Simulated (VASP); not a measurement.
# SnTe (F-43m) in VASP: settings compared

Aim: see how the results for SnTe move with the level of theory and the settings. Levels: RPBE, revPBE, BLYP, r2SCAN, LDA. Tasks: single point, relaxation of cell and atoms.

All numbers are computed with VASP 6.6.1; they aren't measurements. Logs are shortened: lines on timing, memory, paths and dates and some standing lists are left out, and cuts for length are marked.

**1. The cell of the first run**

It takes space group F-43m (No. 216, cubic). Conventional cell: a = 7.313 Å, b = 7.313 Å, c = 7.313 Å, α = 90.00°, β = 90.00°, γ = 90.00°. Te (site symmetry -43m) has 4 Sn at 3.17 Å within 4.2 Å. Within 4.2 Å of Sn (site symmetry -43m) lie 4 Te at 3.17 Å.

**2. Single point, RPBE**

INCAR reads:

```
SYSTEM = SnTe
PREC     = Accurate       ! precision mode
ENCUT    = 520            ! plane-wave cutoff, eV
EDIFF    = 1E-6           ! SCF threshold, eV
ISMEAR   = -1             ! smearing method
SIGMA    = 0.05           ! smearing width, eV
LREAL    = .FALSE.        ! projectors in reciprocal space
LASPH    = .TRUE.         ! aspherical terms in the spheres
NELM     = 60             ! most SCF steps
ALGO     = Normal         ! electronic algorithm
ISIF     = 2              ! what is computed and relaxed
LWAVE    = .FALSE.        ! write WAVECAR
LCHARG   = .FALSE.        ! write CHGCAR
GGA      = RP             ! functional
NBANDS   = 17             ! bands
```

KPOINTS reads:

```
Automatic mesh
0
G
  7 7 7
  0 0 0
```

POSCAR reads:

```
SnTe
1.0
    0.0000000000      3.6563579893      3.6563579893
    3.6563579893      0.0000000000      3.6563579893
    3.6563579893      3.6563579893      0.0000000000
Te Sn
1 1
Direct
    0.2500000000      0.2500000000      0.2500000000
    0.0000000000      0.0000000000      0.0000000000
```

Potentials or basis: VASP PAW PBE potentials, release 64 (Te, Sn_d).

Started as:

```
$ cat potpaw_PBE.64/Te/POTCAR potpaw_PBE.64/Sn_d/POTCAR > POTCAR
$ mpirun -np 1 vasp_std > vasp.out
```

OUTCAR:

```text
SYSTEM = SnTe
   PREC = Accurate
   ENCUT = 520
   EDIFF = 1E-6
   ISMEAR = -1
   LREAL = .FALSE.
   LASPH = .TRUE.
   NELM = 60
   ISIF = 2
   GGA = RP

 ion  position               nearest neighbor table
   1  0.250  0.250  0.250-   2 3.17   2 3.17   2 3.17   2 3.17
   2  0.000  0.000  0.000-   1 3.17   1 3.17   1 3.17   1 3.17

  LATTYP: Found a face centered cubic cell.
 ALAT       =     7.3127159786

  Lattice vectors:

 A1 = (   0.0000000000,   3.6563579893,   3.6563579893)
 A2 = (   3.6563579893,   0.0000000000,   3.6563579893)
 A3 = (   3.6563579893,   3.6563579893,   0.0000000000)

Analysis of symmetry for initial positions (statically):
=====================================================================
 Subroutine PRICEL returns:
 Original cell was already a primitive cell.

 Routine SETGRP: Setting up the symmetry group for a
 face centered cubic supercell.

 Subroutine GETGRP returns: Found 24 space group operations
 (whereof 24 operations were pure point group operations)
 out of a pool of 48 trial point group operations.

The static configuration has the point symmetry T_d .

Analysis of symmetry for dynamics (positions and initial velocities):
=====================================================================
 Subroutine PRICEL returns:
 Original cell was already a primitive cell.

 Routine SETGRP: Setting up the symmetry group for a
 face centered cubic supercell.

 Subroutine GETGRP returns: Found 24 space group operations
 (whereof 24 operations were pure point group operations)
 out of a pool of 48 trial point group operations.

The dynamic configuration has the point symmetry T_d .

 Subroutine INISYM returns: Found 24 space group operations
 (whereof 24 operations are pure point group operations),
 and found     1 'primitive' translations

----------------------------------------------------------------------------------------

                                     Primitive cell

  volume of cell :      97.7634

  direct lattice vectors                    reciprocal lattice vectors
     0.000000000  3.656357989  3.656357989    -0.136748098  0.136748098  0.136748098
     3.656357989  0.000000000  3.656357989     0.136748098 -0.136748098  0.136748098
     3.656357989  3.656357989  0.000000000     0.136748098  0.136748098 -0.136748098

  length of vectors
     5.170871057  5.170871057  5.170871057     0.236854653  0.236854653  0.236854653

  position of ions in fractional coordinates (direct lattice)
     0.250000000  0.250000000  0.250000000
     0.000000000  0.000000000  0.000000000

  ion indices of the primitive-cell ions
   primitive index   ion index
                 1           1
                 2           2

----------------------------------------------------------------------------------------

 KPOINTS: Automatic mesh

Automatic generation of k-mesh.
 Grid dimensions read from file:
 generate k-points for:    7    7    7

 Generating k-lattice:

  Cartesian coordinates                     Fractional coordinates (reciprocal lattice)
    -0.019535443  0.019535443  0.019535443     0.142857143  0.000000000  0.000000000
     0.019535443 -0.019535443  0.019535443     0.000000000  0.142857143  0.000000000
     0.019535443  0.019535443 -0.019535443     0.000000000  0.000000000  0.142857143

  Length of vectors
     0.033836379  0.033836379  0.033836379

  Shift w.r.t. Gamma in fractional coordinates (k-lattice)
     0.000000000  0.000000000  0.000000000

 Subroutine IBZKPT returns following result:
 ===========================================

 Found     20 irreducible k-points:

 Following reciprocal coordinates:
            Coordinates               Weight
  0.000000  0.000000  0.000000      1.000000
  0.142857  0.000000  0.000000      8.000000
  0.285714  0.000000  0.000000      8.000000
  0.428571  0.000000  0.000000      8.000000
  0.142857  0.142857  0.000000      6.000000
  0.285714  0.142857  0.000000     24.000000
[... 12 lines left out ...]
 -0.428571  0.428571  0.142857     24.000000
 -0.285714  0.428571  0.142857     24.000000
   k-points           NKPTS =     20   k-points in BZ     NKDIM =     20   number of bands    NBANDS=     17
   number of dos      NEDOS =    301   number of ions     NIONS =      2
   total plane-waves  NPLWV =  64000
   dimension x,y,z NGX =    40 NGY =   40 NGZ =   40
   dimension x,y,z NGXF=    80 NGYF=   80 NGZF=   80
   ions per type =               1   1
   NGX,Y,Z   is equivalent  to a cutoff of  12.86, 12.86, 12.86 a.u.
   NGXF,Y,Z  is equivalent  to a cutoff of  25.72, 25.72, 25.72 a.u.
 SYSTEM =  SnTe
   PREC   = accura    normal or accurate (medium, high low for compatibility)
   ISTART =      0    job   : 0-new  1-cont  2-samecut
   ICHARG =      2    charge: 1-file 2-atom 10-const
   ISPIN  =      1    spin polarized calculation?
   LNONCOLLINEAR =      F non collinear calculations
   LSORBIT =      F    spin-orbit coupling
   LASPH  =      T    aspherical Exc in radial PAW
   ENCUT  =  520.0 eV  38.22 Ry    6.18 a.u.   9.61  9.61  9.61*2*pi/ulx,y,z
   NELM   =     60;   NELMIN=  2; NELMDL= -5     # of ELM steps
   EDIFF  = 0.1E-05   stopping-criterion for ELM
   LREAL  =      F    real-space projection
   EDIFFG = 0.1E-04   stopping-criterion for IOM
   NSW    =      0    number of steps for IOM
   IBRION =     -1    ionic relax: 0-MD 1-quasi-New 2-CG
   NFREE  =      0    steps in history (QN), initial steepest desc. (CG)
   ISIF   =      2    stress and relaxation
   ISYM   =      2    0-nonsym 1-usesym 2-fastsym
   POTIM  = 0.5000    time-step for ionic-motion
   TEBEG  =    0.0;   TEEND  =   0.0 temperature during run
   PSTRESS=    0.0 pullay stress
   NELECT =      20.0000    total number of electrons
   NUPDOWN=      -1.0000    fix difference up-down
   EMIN   =  10.00;   EMAX   =-10.00  energy-range for DOS
   EFERMI =   0.00;   METHOD = LEGACY
   ISMEAR =    -1;   SIGMA  =   0.05  broadening in eV -4-tet -1-fermi 0-gaus
   EFERMI_NEDOS =   21; number of points for ismear=-14 and -15
   IALGO  =     38    algorithm
   IMIX   =      4    mixing-type and parameters
     AMIX     =   0.40;   BMIX     =  1.00
     AMIX_MAG =   1.60;   BMIX_MAG =  1.00
  volume/ion in A,a.u.               =      48.88       329.87
  Fermi-wavevector in a.u.,A,eV,Ry     =   0.964627  1.822881 12.660295  0.930505
  Thomas-Fermi vector in A             =   2.094275
   LORBIT       =      0    0 simple, 1 ext, 2 COOP (PROOUT), +10 PAW based schemes
   GGA     = RP    functional components
   LHFCALC =     F    Hartree Fock is set to
   AEXX    =    0.0000 exact exchange contribution
   IVDW    =     0    specifies the selected vdW correction
   LEPSILON=     F    determine dielectric tensor
   LRPA    =     F    only Hartree local field effects (RPA)
 non-spin polarized calculation
  energy-cutoff  :      520.00
  volume of cell :       97.76
 maximum number of plane-waves:      2685
   NGX = 19   NGY = 19   NGZ = 19

 number of electron      19.9999993 magnetization

 Free energy of the ion-electron system (eV)
  ---------------------------------------------------
  ext. energy  EPLUGINS =         0.00000000
  ---------------------------------------------------
  free energy    TOTEN  =        -6.54033536 eV

  energy without entropy =       -6.54000580  energy(sigma->0) =       -6.54017058

 E-fermi :   3.0842     XC(G=0):  -7.0467

 val. band max:        2.8003957660   @ k =  -0.2857   0.4286   0.1429
 cond. band min:       3.2971257973   @ k =   0.4286   0.4286   0.0000
 fundamental gap:      0.4967300313
 Fermi energy:         3.0841706222

 k-point     1 :       0.0000    0.0000    0.0000
  band No.  band energies     occupation
      1     -18.8875      2.00000
      2     -18.8875      2.00000
      3     -18.8875      2.00000
      4     -18.8822      2.00000
      5     -18.8822      2.00000
      6      -8.3161      2.00000
[... 9 lines left out ...]
     16       9.4523      0.00000
     17      10.7770      0.00000

 k-point     2 :       0.1429    0.0000    0.0000
  band No.  band energies     occupation
      1     -18.8876      2.00000
      2     -18.8872      2.00000
      3     -18.8872      2.00000
      4     -18.8822      2.00000
      5     -18.8822      2.00000
      6      -8.2370      2.00000
[... 9 lines left out ...]
     16       9.0809      0.00000
     17      10.4318      0.00000

 k-point     3 :       0.2857    0.0000    0.0000
  band No.  band energies     occupation
      1     -18.8880      2.00000
      2     -18.8868      2.00000
      3     -18.8868      2.00000
      4     -18.8821      2.00000
      5     -18.8821      2.00000
      6      -8.0388      2.00000
[... 9 lines left out ...]
     16       9.0158      0.00000
     17      10.5087      0.00000

 k-point     4 :       0.4286    0.0000    0.0000
  band No.  band energies     occupation
      1     -18.8883      2.00000
      2     -18.8865      2.00000
      3     -18.8865      2.00000
      4     -18.8820      2.00000
      5     -18.8820      2.00000
      6      -7.8518      2.00000
[... 9 lines left out ...]
     16       9.6618      0.00000
     17       9.8815      0.00000

 k-point     5 :       0.1429    0.1429    0.0000
  band No.  band energies     occupation
      1     -18.8880      2.00000
      2     -18.8870      2.00000
      3     -18.8870      2.00000
      4     -18.8823      2.00000
      5     -18.8821      2.00000
      6      -8.2101      2.00000
[... 9 lines left out ...]
     16       9.6466      0.00000
     17      11.1730      0.00000

 k-point     6 :       0.2857    0.1429    0.0000
  band No.  band energies     occupation
      1     -18.8883      2.00000
      2     -18.8866      2.00000
      3     -18.8866      2.00000
      4     -18.8824      2.00000
      5     -18.8820      2.00000
      6      -8.0488      2.00000
[... 9 lines left out ...]
     16       9.6747      0.00000
     17      11.0099      0.00000

 k-point     7 :       0.4286    0.1429    0.0000
  band No.  band energies     occupation
      1     -18.8886      2.00000
      2     -18.8864      2.00000
      3     -18.8862      2.00000
      4     -18.8823      2.00000
      5     -18.8819      2.00000
      6      -7.8490      2.00000
[... 9 lines left out ...]
     16      10.0749      0.00000
     17      10.4765      0.00000

 k-point     8 :      -0.4286    0.1429    0.0000
  band No.  band energies     occupation
      1     -18.8885      2.00000
      2     -18.8863      2.00000
      3     -18.8862      2.00000
      4     -18.8821      2.00000
      5     -18.8820      2.00000
      6      -7.7794      2.00000
[... 9 lines left out ...]
     16       9.5296      0.00000
     17      10.3624      0.00000
[... 123 lines left out ...]
      1     -18.8899      2.00000
      2     -18.8853      2.00000
      3     -18.8853      2.00000
      4     -18.8828      2.00000
      5     -18.8816      2.00000
      6      -7.6675      2.00000
[... 9 lines left out ...]
     16      11.1097      0.00000
     17      11.4330      0.00000

 k-point    16 :      -0.4286    0.4286    0.0000
  band No.  band energies     occupation
      1     -18.8898      2.00000
      2     -18.8854      2.00000
      3     -18.8853      2.00000
      4     -18.8827      2.00000
      5     -18.8816      2.00000
      6      -7.6235      2.00000
[... 9 lines left out ...]
     16      10.3923      0.00000
     17      11.8598      0.00000

 k-point    17 :       0.4286    0.2857    0.1429
  band No.  band energies     occupation
      1     -18.8887      2.00000
      2     -18.8863      2.00000
      3     -18.8861      2.00000
      4     -18.8824      2.00000
      5     -18.8819      2.00000
      6      -7.8814      2.00000
[... 9 lines left out ...]
     16      10.0161      0.00000
     17      11.4717      0.00000

 k-point    18 :      -0.4286    0.2857    0.1429
  band No.  band energies     occupation
      1     -18.8888      2.00000
      2     -18.8862      2.00000
      3     -18.8858      2.00000
      4     -18.8823      2.00000
      5     -18.8819      2.00000
      6      -7.7276      2.00000
[... 9 lines left out ...]
     16      10.3039      0.00000
     17      11.0290      0.00000

 k-point    19 :      -0.4286    0.4286    0.1429
  band No.  band energies     occupation
      1     -18.8895      2.00000
      2     -18.8858      2.00000
      3     -18.8854      2.00000
      4     -18.8826      2.00000
      5     -18.8817      2.00000
      6      -7.6572      2.00000
[... 9 lines left out ...]
     16      10.7491      0.00000
     17      11.4332      0.00000

 k-point    20 :      -0.2857    0.4286    0.1429
  band No.  band energies     occupation
      1     -18.8891      2.00000
      2     -18.8861      2.00000
      3     -18.8854      2.00000
      4     -18.8824      2.00000
      5     -18.8819      2.00000
      6      -7.6369      2.00000
[... 9 lines left out ...]
     16      10.3779      0.00000
     17      11.6795      0.00000

------------------------ aborting loop because EDIFF is reached ----------------------------------------

  FORCE on cell =-STRESS in cart. coord.  units (eV):
  Direction    XX          YY          ZZ          XY          YZ          ZX
  --------------------------------------------------------------------------------------
  -------------------------------------------------------------------------------------
  Total        0.0164490      0.0164490      0.0164490      0.0000000      0.0000000      0.0000000
  in kB        0.2695710      0.2695710      0.2695710      0.0000000      0.0000000      0.0000000
  external PRESSURE =       0.2695710 kB  Pullay stress =       0.0000000 kB

 VOLUME and BASIS-vectors are now :
 -----------------------------------------------------------------------------
  energy-cutoff  :      520.00
  volume of cell :       97.76
      direct lattice vectors                 reciprocal lattice vectors
     0.000000000  3.656357989  3.656357989    -0.136748098  0.136748098  0.136748098
     3.656357989  0.000000000  3.656357989     0.136748098 -0.136748098  0.136748098
     3.656357989  3.656357989  0.000000000     0.136748098  0.136748098 -0.136748098

 POSITION                                       TOTAL-FORCE (eV/Angst)
 -----------------------------------------------------------------------------------
      1.82818      1.82818      1.82818        -0.000000     -0.000000     -0.000000
      0.00000      0.00000      0.00000         0.000000      0.000000      0.000000
 -----------------------------------------------------------------------------------
    total drift:                               -0.000000     -0.000000     -0.000000

  FREE ENERGIE OF THE ION-ELECTRON SYSTEM (eV)
  ---------------------------------------------------
  free  energy   TOTEN  =        -6.5403353581 eV

  energy  without entropy=       -6.5400058006  energy(sigma->0) =       -6.54017058
```

It took 56 s on 1 thread of Intel Xeon Platinum 8488C (Sapphire Rapids), shared host; peak memory 0.24 GiB.

What came out:

```yaml
Free_energy: -6.5403 eV
Pressure: 0.0 GPa
Band_gap_on_the_k_mesh: 0.50 eV, indirect (least direct gap 0.93 eV)
```

Levels at points of the mesh, in eV from the valence-band top:
```tsv
k point	band 8	band 9	band 10	band 11	band 12	band 13
(0.00, 0.00, 0.00)	-1.66	-1.66	-1.66	1.25	1.25	1.25
```

Caveat: the PAW data sets were made with another functional, which shifts forces and pressure a little; spin-orbit coupling is left out, which moves the levels of the heavy elements.

[end of part 1 of 3]
